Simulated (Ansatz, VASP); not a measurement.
## One calculation of Ta, two programs

INCAR

```
PREC = Accurate ; ENCUT = 600
EDIFF = 1E-7 ; ISMEAR = -1
SIGMA = 0.15 ; LREAL = F
LASPH = T ; NELM = 100
ALGO = Normal ; ISIF = 3
LWAVE = F ; LCHARG = F
GGA = B5 ; ALDAX = 1.0
AGGAX = 1.0 ; AGGAC = 1.0
ALDAC = 0.0 ; IVDW = 12
VDW_S6 = 1.0 ; VDW_S8 = 2.6996
VDW_A1 = 0.4298 ; VDW_A2 = 4.2359
IBRION = 2 ; NSW = 80
EDIFFG = -0.01
```

KPOINTS

```
Automatic mesh
0
Gamma
  11 11 6
```

Contents of POSCAR:

```
Ta
1.0
    2.9003720000      0.0000000000      0.0000000000
   -1.4501860000      2.5117960000      0.0000000000
    0.0000000000      0.0000000000      5.1662740000
Ta
2
Direct
    0.6666666667      0.3333333333      0.7500000000
    0.3333333333      0.6666666667      0.2500000000
```

Input for Ansatz:

```yaml
crystal:
  lattice:
    - [2.900372, 0.0, 0.0]
    - [-1.450186, 2.511796, 0.0]
    - [0.0, 0.0, 5.166274]
  atoms:
    - { symbol: Ta, position: [0.6666666666666666, 0.3333333333333333, 0.75] }
    - { symbol: Ta, position: [0.3333333333333333, 0.6666666666666666, 0.25] }
kpoints:
  mp_grid:
    grid: [11, 11, 6]
hamiltonian:
  xc: blyp
  dispersion: d3bj
scf:
  occupations:
    method: fermi_dirac
    width: 0.15
relax:
  cell: {}
```

Alike in both runs: task relaxation of cell and atoms; functional BLYP; dispersion D3(BJ); k mesh 11 × 11 × 6; occupations fermi-dirac, width 0.15 eV; no spin polarisation.

|  | VASP | Ansatz |
| --- | --- | --- |
| version | VASP 6.6.1 | Ansatz 0.2.0 |
| potentials or method | VASP PAW PBE potentials, release 64 (Ta_pv) | plane waves, PAW |
| plane-wave cutoff (eV) | 600 | 420 |
| valence electrons in the cell | 22 | 26 |

```csv
,VASP,Ansatz,Ansatz less VASP
relaxed volume (Å³/atom),18.08,17.98,-0.096
relaxed cell length with the largest relative difference (Å),5.097,5.087,-0.0096
```

VASP's potentials were made for PBE, not for BLYP. VASP's potentials hold 22 valence electrons a cell and Ansatz's 26, so a difference there can come from the potentials and not from the codes.

Neither program's run includes spin-orbit coupling.
